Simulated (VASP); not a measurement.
# MgO: single point with PBE

MgO:

```
Mg O
1.0
     2.62335    0.04001    0.00000
     0.04001    2.62335    0.00000
     0.00000    0.00000    2.62335
Mg O
1 1
Direct
  0.00000 0.00000 0.00000
  0.50000 0.50000 0.50000
```

This cell differs from its parent crystal: shear xy strain +3.0%.

* Program: VASP 6.6.1
* Task: single point
* Functional: PBE
* Potentials or basis: VASP PAW PBE potentials, release 64 (Mg, O)
* Cutoff: 520 eV
* k mesh: 10 × 10 × 10
* Occupations: fermi-dirac, width 0.02 eV
* Spin: no spin polarisation
* Dipole correction: no
* Further INCAR settings: ALGO = Normal; EDIFF = 1e-06; NBANDS = 11

```
Pressure               : 5.6 GPa
Band gap on the k mesh : 2.63 eV (least direct gap 3.56 eV)
```

Stress tensor (GPa, compression positive):
```
5.62 1.67 0.00
1.67 5.62 0.00
0.00 0.00 5.56
```

Levels at points of the mesh, in eV from the valence-band top:
```tsv
k point	band 1	band 2	band 3	band 4	band 5	band 6	band 7	band 8
(0.00, 0.00, 0.00)	-18.59	-1.10	-1.02	-0.93	2.63	10.48	10.49	20.19
(0.50, 0.00, 0.00)	-17.34	-6.57	-0.57	-0.57	7.11	9.56	14.63	17.33
(0.50, 0.50, 0.00)	-16.46	-4.85	-4.65	0.00	5.01	12.04	12.58	13.44
(0.00, 0.00, 0.50)	-17.34	-6.57	-0.66	-0.46	7.12	9.55	14.63	17.52
(0.50, 0.00, 0.50)	-16.46	-4.76	-4.75	0.00	5.00	12.30	12.32	13.42
(0.50, 0.50, 0.50)	-15.60	-3.72	-3.67	-3.62	7.24	7.55	7.86	16.53
```

Wall time 9.9 s on 1 thread of Intel(R) Xeon(R) 6975P-C (Granite Rapids), on a shared host, peak memory 0.15 GiB.

Caveat: the cell differs from its parent crystal (shear xy strain +3.0%); the cell stands under pressure. A k mesh can miss the band edges.
